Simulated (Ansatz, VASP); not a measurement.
**Two plane-wave programs on Cs**

```xyz
2
Lattice="5.4975 0.0000 0.0000 -2.7487 4.7610 0.0000 0.0000 0.0000 8.9059" Properties=species:S:1:pos:R:3 pbc="T T T"
Cs    0.0000    3.1740    2.2265
Cs    2.7487    1.5870    6.6794
```

Alike in both runs: functional PBE; k mesh 9 × 9 × 5; occupations fermi-dirac, width 0.05 eV; no spin polarisation.

Ansatz relaxed the structure, and its values are those at the end. VASP's run is a single point on that final structure, the one shown.

|  | VASP | Ansatz |
| --- | --- | --- |
| version | VASP 6.6.1 | Ansatz 0.2.0 |
| potentials or method | VASP PAW PBE potentials, release 64 (Cs_sv) | PAW with Ansatz's default frozen-core files, scalar-relativistic |
| plane-wave cutoff (eV) | 520 | 420 |
| valence electrons in the cell | 18 | 18 |

|  | VASP | Ansatz | Ansatz less VASP |
| --- | --- | --- | --- |
| pressure (GPa) | 0.0 | 0.0 | +0.01 |

Spin-orbit coupling is off throughout.
